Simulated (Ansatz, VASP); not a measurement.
One calculation of Ru, two programs

Contents of INCAR:

```
ALGO = Normal ; EDIFF = 1E-6
ENCUT = 500 ; GGA = PS
GGA_COMPAT = F ; ISIF = 2
ISMEAR = 0 ; LASPH = T
LCHARG = T ; LELF = T
LREAL = F ; LVHAR = T
LWAVE = F ; NBANDS = 21
NELM = 120 ; PREC = Accurate
SIGMA = 0.1
```

KPOINTS

```
k-points
0
Gamma
  9 9 4
```

File POSCAR:

```
Ru
1.0
    2.7057993342      0.0000000000      0.0000000000
   -1.3528996671      2.3432909610      0.0000000000
    0.0000000000      0.0000000000      4.2819000000
Ru
2
Direct
    0.3333333333      0.6666666667      0.2500000000
    0.6666666667      0.3333333333      0.7500000000
```

Input for Ansatz:

```yaml
crystal:
  lattice:
    - [2.7057993342, 0.0, 0.0]
    - [-1.3528996671, 2.343290961, 0.0]
    - [0.0, 0.0, 4.2819]
  atoms:
    - { symbol: Ru, position: [0.3333333333, 0.6666666667, 0.25] }
    - { symbol: Ru, position: [0.6666666667, 0.3333333333, 0.75] }
basis:
  ecutwfc: 420
kpoints:
  mp_grid: { grid: [9, 9, 4] }
hamiltonian:
  xc: pbesol
  pseudopotentials: { kind: paw, azcp: { folder: soft_1 } }
scf:
  occupations: { method: gaussian, width: 0.1 }
output:
  forces: true
  stress: true
  eigenvalues: true
```

Alike in both runs: task single point; functional PBEsol; k mesh 9 × 9 × 4; occupations gaussian, width 0.1 eV; no spin polarisation.

```csv
,VASP,Ansatz
version,VASP 6.6.1,Ansatz 0.2.0
potentials or method,"VASP PAW PBE potentials, release 64 (Ru_pv), cutoff 500 eV","scalar-relativistic, plane waves, PAW"
valence electrons in the cell,28,32
```

Ansatz gave:

```
gap on the k mesh at the Fermi level (eV)                     : none
pressure (GPa)                                                : -6.1
traceless stress, the component that is largest in VASP (GPa) : -2.01
```

Q: What did VASP give for the same quantities?

A: gap on the k mesh at the Fermi level (eV): none; pressure (GPa): -6.2; traceless stress, the component that is largest in VASP (GPa): -1.97.

VASP's potentials were made for PBE, not for PBEsol, and Ansatz warns of the same on its side. A gap of «none» marks a metal or a gap that the smearing closes. With one functional, cell and mesh, what is left measures potentials, basis and numerics. VASP's potentials hold 28 valence electrons a cell and Ansatz's 32, so a difference there can come from the potentials and not from the codes.

The k mesh is coarse, so the values compare programs but aren't converged.
